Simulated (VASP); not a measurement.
# Br (Pm-3m) in VASP: single point with r2SCAN+D4

Aim: the single point of Br with r2SCAN+D4.

Everything below comes from runs of VASP 6.6.1. Logs are shortened: lines on timing, memory, paths and dates and some standing lists are left out, and cuts for length are marked.

## Step 1: The cell of the first run

Symmetry: Pm-3m, No. 221, cubic system. Conventional cell: a = 4.598 Å, b = 4.598 Å, c = 4.598 Å, α = 90.00°, β = 90.00°, γ = 90.00°. Within 4.3 Å of Br (site symmetry 4/mmm) lie 8 Br at 3.25 Å.

## Step 2: Single point, r2SCAN+D4

POSCAR

```
Br
1.0
    4.5976403800      0.0000000000      0.0000000000
    0.0000000000      4.5976403800      0.0000000000
    0.0000000000      0.0000000000      4.5976403800
Br
3
Direct
    0.5000000000      0.0000000000      0.0000000000
    0.0000000000      0.5000000000      0.0000000000
    0.0000000000      0.0000000000      0.5000000000
```

INCAR.step1

```
SYSTEM = Br
ALGO     = Normal         ! electronic algorithm
EDIFF    = 1E-4           ! SCF threshold, eV
ENCUT    = 520            ! plane-wave cutoff, eV
GGA      = PE             ! functional
ISMEAR   = -1             ! smearing method
LASPH    = .TRUE.         ! aspherical terms in the spheres
LCHARG   = .FALSE.        ! write CHGCAR
LREAL    = .FALSE.        ! projectors in reciprocal space
LWAVE    = .TRUE.         ! write WAVECAR
NBANDS   = 18             ! bands
NELM     = 60             ! most SCF steps
PREC     = Accurate       ! precision mode
SIGMA    = 0.025          ! smearing width, eV
```

INCAR.step2

```
SYSTEM = Br
ALGO     = Normal         ! electronic algorithm
EDIFF    = 1E-6           ! SCF threshold, eV
ENCUT    = 520            ! plane-wave cutoff, eV
ISIF     = 2              ! what is computed and relaxed
ISMEAR   = -1             ! smearing method
ISTART   = 1            
IVDW     = 13             ! dispersion correction
LASPH    = .TRUE.         ! aspherical terms in the spheres
LCHARG   = .FALSE.        ! write CHGCAR
LMIXTAU  = .TRUE.       
LREAL    = .FALSE.        ! projectors in reciprocal space
LWAVE    = .FALSE.        ! write WAVECAR
METAGGA  = R2SCAN         ! meta-GGA
NBANDS   = 18             ! bands
NELM     = 60             ! most SCF steps
PREC     = Accurate       ! precision mode
SIGMA    = 0.025          ! smearing width, eV
VDW_A1   = 0.51559235   
VDW_A2   = 5.77342911   
VDW_S6   = 1.0          
VDW_S8   = 0.6018749
```

KPOINTS

```
k-points
0
G
  5 5 5
  0 0 0
```

Potentials or basis: VASP PAW PBE potentials, release 64 (Br).

On the command line:

```
cat potpaw_PBE.64/Br/POTCAR > POTCAR
cp INCAR.step1 INCAR
mpirun -np 1 vasp_std > vasp.out
cp INCAR.step2 INCAR
mpirun -np 1 vasp_std > vasp.out
```

OUTCAR:

```text
SYSTEM = Br
   EDIFF = 1E-6
   ENCUT = 520
   ISIF = 2
   ISMEAR = -1
   ISTART = 1
   IVDW = 13
   LASPH = .TRUE.
   LREAL = .FALSE.
   METAGGA = R2SCAN
   NELM = 60
   PREC = Accurate

 ion  position               nearest neighbor table
   1  0.500  0.000  0.000-
   2  0.000  0.500  0.000-
   3  0.000  0.000  0.500-

  LATTYP: Found a simple cubic cell.
 ALAT       =     4.5976403800

  Lattice vectors:

 A1 = (   4.5976403800,   0.0000000000,   0.0000000000)
 A2 = (   0.0000000000,   4.5976403800,   0.0000000000)
 A3 = (   0.0000000000,   0.0000000000,   4.5976403800)

Analysis of symmetry for initial positions (statically):
=====================================================================
 Subroutine PRICEL returns:
 Original cell was already a primitive cell.

 Routine SETGRP: Setting up the symmetry group for a
 simple cubic supercell.

 Subroutine GETGRP returns: Found 48 space group operations
 (whereof 48 operations were pure point group operations)
 out of a pool of 48 trial point group operations.

The static configuration has the point symmetry O_h .

Analysis of symmetry for dynamics (positions and initial velocities):
=====================================================================
 Subroutine PRICEL returns:
 Original cell was already a primitive cell.

 Routine SETGRP: Setting up the symmetry group for a
 simple cubic supercell.

 Subroutine GETGRP returns: Found 48 space group operations
 (whereof 48 operations were pure point group operations)
 out of a pool of 48 trial point group operations.

The dynamic configuration has the point symmetry O_h .

 Subroutine INISYM returns: Found 48 space group operations
 (whereof 48 operations are pure point group operations),
 and found     1 'primitive' translations

----------------------------------------------------------------------------------------

                                     Primitive cell

  volume of cell :      97.1863

  direct lattice vectors                    reciprocal lattice vectors
     4.597640380  0.000000000  0.000000000     0.217502875  0.000000000  0.000000000
     0.000000000  4.597640380  0.000000000     0.000000000  0.217502875  0.000000000
     0.000000000  0.000000000  4.597640380     0.000000000  0.000000000  0.217502875

  length of vectors
     4.597640380  4.597640380  4.597640380     0.217502875  0.217502875  0.217502875

  position of ions in fractional coordinates (direct lattice)
     0.500000000  0.000000000  0.000000000
     0.000000000  0.500000000  0.000000000
     0.000000000  0.000000000  0.500000000

  ion indices of the primitive-cell ions
   primitive index   ion index
                 1           1
                 2           2
                 3           3

----------------------------------------------------------------------------------------

 KPOINTS: k-points

Automatic generation of k-mesh.
 Grid dimensions read from file:
 generate k-points for:    5    5    5

 Generating k-lattice:

  Cartesian coordinates                     Fractional coordinates (reciprocal lattice)
     0.043500575  0.000000000  0.000000000     0.200000000  0.000000000  0.000000000
     0.000000000  0.043500575  0.000000000     0.000000000  0.200000000  0.000000000
     0.000000000  0.000000000  0.043500575     0.000000000  0.000000000  0.200000000

  Length of vectors
     0.043500575  0.043500575  0.043500575

  Shift w.r.t. Gamma in fractional coordinates (k-lattice)
     0.000000000  0.000000000  0.000000000

 Subroutine IBZKPT returns following result:
 ===========================================

 Found     10 irreducible k-points:

 Following reciprocal coordinates:
            Coordinates               Weight
  0.000000  0.000000  0.000000      1.000000
  0.200000  0.000000  0.000000      6.000000
  0.400000  0.000000  0.000000      6.000000
  0.200000  0.200000  0.000000     12.000000
  0.400000  0.200000  0.000000     24.000000
  0.400000  0.400000  0.000000     12.000000
  0.200000  0.200000  0.200000      8.000000
  0.400000  0.200000  0.200000     24.000000
  0.400000  0.400000  0.200000     24.000000
  0.400000  0.400000  0.400000      8.000000
   k-points           NKPTS =     10   k-points in BZ     NKDIM =     10   number of bands    NBANDS=     18
   number of dos      NEDOS =    301   number of ions     NIONS =      3
   total plane-waves  NPLWV =  46656
   dimension x,y,z NGX =    36 NGY =   36 NGZ =   36
   dimension x,y,z NGXF=    72 NGYF=   72 NGZF=   72
   ions per type =               3
   NGX,Y,Z   is equivalent  to a cutoff of  13.02, 13.02, 13.02 a.u.
   NGXF,Y,Z  is equivalent  to a cutoff of  26.03, 26.03, 26.03 a.u.
 SYSTEM =  Br
   PREC   = accura    normal or accurate (medium, high low for compatibility)
   ISTART =      1    job   : 0-new  1-cont  2-samecut
   ICHARG =      0    charge: 1-file 2-atom 10-const
   ISPIN  =      1    spin polarized calculation?
   LNONCOLLINEAR =      F non collinear calculations
   LSORBIT =      F    spin-orbit coupling
   LASPH  =      T    aspherical Exc in radial PAW
   ENCUT  =  520.0 eV  38.22 Ry    6.18 a.u.   8.55  8.55  8.55*2*pi/ulx,y,z
   NELM   =     60;   NELMIN=  2; NELMDL=  0     # of ELM steps
   EDIFF  = 0.1E-05   stopping-criterion for ELM
   LREAL  =      F    real-space projection
   EDIFFG = 0.1E-04   stopping-criterion for IOM
   NSW    =      0    number of steps for IOM
   IBRION =     -1    ionic relax: 0-MD 1-quasi-New 2-CG
   NFREE  =      0    steps in history (QN), initial steepest desc. (CG)
   ISIF   =      2    stress and relaxation
   ISYM   =      2    0-nonsym 1-usesym 2-fastsym
   POTIM  = 0.5000    time-step for ionic-motion
   TEBEG  =    0.0;   TEEND  =   0.0 temperature during run
   PSTRESS=    0.0 pullay stress
   NELECT =      21.0000    total number of electrons
   NUPDOWN=      -1.0000    fix difference up-down
   EMIN   =  10.00;   EMAX   =-10.00  energy-range for DOS
   EFERMI =   0.00;   METHOD = LEGACY
   ISMEAR =    -1;   SIGMA  =   0.03  broadening in eV -4-tet -1-fermi 0-gaus
   EFERMI_NEDOS =   21; number of points for ismear=-14 and -15
   IALGO  =     38    algorithm
   IMIX   =      4    mixing-type and parameters
     AMIX     =   0.40;   BMIX     =  1.00
     AMIX_MAG =   1.60;   BMIX_MAG =  1.00
  volume/ion in A,a.u.               =      32.40       218.62
  Fermi-wavevector in a.u.,A,eV,Ry     =   0.982380  1.856429 13.130586  0.965071
  Thomas-Fermi vector in A             =   2.113458
   LORBIT       =      0    0 simple, 1 ext, 2 COOP (PROOUT), +10 PAW based schemes
   METAGGA = R2SCAN    functional components
   LHFCALC =     F    Hartree Fock is set to
   AEXX    =    0.0000 exact exchange contribution
   IVDW    =    13    specifies the selected vdW correction
   LEPSILON=     F    determine dielectric tensor
   LRPA    =     F    only Hartree local field effects (RPA)
 non-spin polarized calculation
  energy-cutoff  :      520.00
  volume of cell :       97.19
 maximum number of plane-waves:      2641
 NGX is ok and might be reduce to    36
   NGX = 17   NGY = 17   NGZ = 17

 number of electron      21.0000006 magnetization

 Free energy of the ion-electron system (eV)
  ---------------------------------------------------
  ext. energy  EPLUGINS =         0.00000000
  ---------------------------------------------------
  free energy    TOTEN  =       -37.72397018 eV

  energy without entropy =      -37.71331659  energy(sigma->0) =      -37.71864338

 E-fermi :  -0.2045     XC(G=0):  -8.5631

 val. band max:       -0.2524474386   @ k =   0.4000   0.0000   0.0000
 cond. band min:      -0.1492389119   @ k =   0.4000   0.2000   0.0000
 fundamental gap:      0.1032085267
 Fermi energy:        -0.2044996064

 k-point     1 :       0.0000    0.0000    0.0000
  band No.  band energies     occupation
      1     -15.9214      2.00000
      2     -14.1011      2.00000
      3     -14.1011      2.00000
      4      -3.9246      2.00000
      5      -3.9246      2.00000
      6      -3.9246      2.00000
[... 10 lines left out ...]
     17       9.3869      0.00000
     18       9.3869      0.00000

 k-point     2 :       0.2000    0.0000    0.0000
  band No.  band energies     occupation
      1     -15.7928      2.00000
      2     -14.2854      2.00000
      3     -14.0922      2.00000
      4      -3.7558      2.00000
      5      -3.7558      2.00000
      6      -3.6503      2.00000
[... 10 lines left out ...]
     17       9.5867      0.00000
     18      10.0336      0.00000

 k-point     3 :       0.4000    0.0000    0.0000
  band No.  band energies     occupation
      1     -15.4799      2.00000
      2     -14.6861      2.00000
      3     -14.0777      2.00000
      4      -3.3718      2.00000
      5      -3.3718      2.00000
      6      -2.8910      2.00000
[... 10 lines left out ...]
     17      10.9483      0.00000
     18      10.9483      0.00000

 k-point     4 :       0.2000    0.2000    0.0000
  band No.  band energies     occupation
      1     -15.6691      2.00000
      2     -14.3429      2.00000
      3     -14.1891      2.00000
      4      -3.9434      2.00000
      5      -3.5817      2.00000
      6      -3.1018      2.00000
[... 10 lines left out ...]
     17       9.8829      0.00000
     18      10.3018      0.00000

 k-point     5 :       0.4000    0.2000    0.0000
  band No.  band energies     occupation
      1     -15.3650      2.00000
      2     -14.6740      2.00000
      3     -14.2109      2.00000
      4      -3.7130      2.00000
      5      -3.1756      2.00000
      6      -2.9783      2.00000
[... 10 lines left out ...]
     17      10.5443      0.00000
     18      10.9985      0.00000

 k-point     6 :       0.4000    0.4000    0.0000
  band No.  band energies     occupation
      1     -15.0702      2.00000
      2     -14.6900      2.00000
      3     -14.4997      2.00000
      4      -3.8898      2.00000
      5      -3.6337      2.00000
      6      -2.6654      2.00000
[... 10 lines left out ...]
     17      10.8263      0.00000
     18      11.9808      0.00000

 k-point     7 :       0.2000    0.2000    0.2000
  band No.  band energies     occupation
      1     -15.5521      2.00000
      2     -14.3311      2.00000
      3     -14.3311      2.00000
      4      -4.2391      2.00000
      5      -3.0546      2.00000
      6      -3.0546      2.00000
[... 10 lines left out ...]
     17       9.7344      0.00000
     18      11.2511      0.00000

 k-point     8 :       0.4000    0.2000    0.2000
  band No.  band energies     occupation
      1     -15.2626      2.00000
      2     -14.6614      2.00000
      3     -14.3118      2.00000
      4      -4.2093      2.00000
      5      -3.1320      2.00000
      6      -3.0198      2.00000
[... 10 lines left out ...]
     17      11.1184      0.00000
     18      11.9004      0.00000

 k-point     9 :       0.4000    0.4000    0.2000
  band No.  band energies     occupation
      1     -15.0030      2.00000
      2     -14.6746      2.00000
      3     -14.5362      2.00000
      4      -4.5053      2.00000
      5      -3.7252      2.00000
      6      -3.0358      2.00000
[... 10 lines left out ...]
     17      11.3878      0.00000
     18      11.6107      0.00000

 k-point    10 :       0.4000    0.4000    0.4000
  band No.  band energies     occupation
      1     -14.8401      2.00000
      2     -14.6495      2.00000
      3     -14.6495      2.00000
      4      -5.1043      2.00000
      5      -3.6976      2.00000
      6      -3.6623      2.00000
[... 10 lines left out ...]
     17      11.5821      0.00000
     18      12.2297      0.00000

------------------------ aborting loop because EDIFF is reached ----------------------------------------

  DFT-D4 for vdW energy calculation

  Edisp (eV):   -0.27313

  FORCE on cell =-STRESS in cart. coord.  units (eV):
  Direction    XX          YY          ZZ          XY          YZ          ZX
  --------------------------------------------------------------------------------------
  -------------------------------------------------------------------------------------
  Total      -0.94646    -0.94646    -0.94646    -0.00000     0.00000    -0.00000
  in kB     -15.60296   -15.60296   -15.60296    -0.00000     0.00000    -0.00000
  external pressure =      -15.60 kB  Pullay stress =        0.00 kB

 VOLUME and BASIS-vectors are now :
 -----------------------------------------------------------------------------
  energy-cutoff  :      520.00
  volume of cell :       97.19
      direct lattice vectors                 reciprocal lattice vectors
     4.597640380  0.000000000  0.000000000     0.217502875  0.000000000  0.000000000
     0.000000000  4.597640380  0.000000000     0.000000000  0.217502875  0.000000000
     0.000000000  0.000000000  4.597640380     0.000000000  0.000000000  0.217502875

 POSITION                                       TOTAL-FORCE (eV/Angst)
 -----------------------------------------------------------------------------------
      2.29882      0.00000      0.00000         0.000000      0.000000      0.000000
      0.00000      2.29882      0.00000         0.000000      0.000000      0.000000
      0.00000      0.00000      2.29882         0.000000      0.000000      0.000000
 -----------------------------------------------------------------------------------
    total drift:                                0.000000      0.000000     -0.000000

  FREE ENERGIE OF THE ION-ELECTRON SYSTEM (eV)
  ---------------------------------------------------
  free  energy   TOTEN  =       -37.9970988480 eV

  energy  without entropy=      -37.9864452537  energy(sigma->0) =      -37.99177205
```

It took 42 s on 1 thread of Intel Xeon Platinum 8488C (Sapphire Rapids), shared host; peak memory 0.2 GiB.

Results:

| Item | Value |
| --- | --- |
| Free energy | -37.9971 eV |
| Pressure | -1.6 GPa |
| Dispersion energy per atom | -0.091 eV |

Levels at points of the mesh, in eV from the Fermi level:
```csv
k point,band 7,band 8,band 9,band 10,band 11,band 12,band 13,band 14
"(0.00, 0.00, 0.00)",-0.97,-0.97,-0.97,0.34,0.34,0.34,5.53,8.04
```

Caveat: the PAW data sets were made with another functional, which shifts forces and pressure a little; an odd number of electrons without spin polarisation forces a metal; a magnetic or distorted state may lie lower; pairwise dispersion overbinds metals, which lowers pressure and volume.
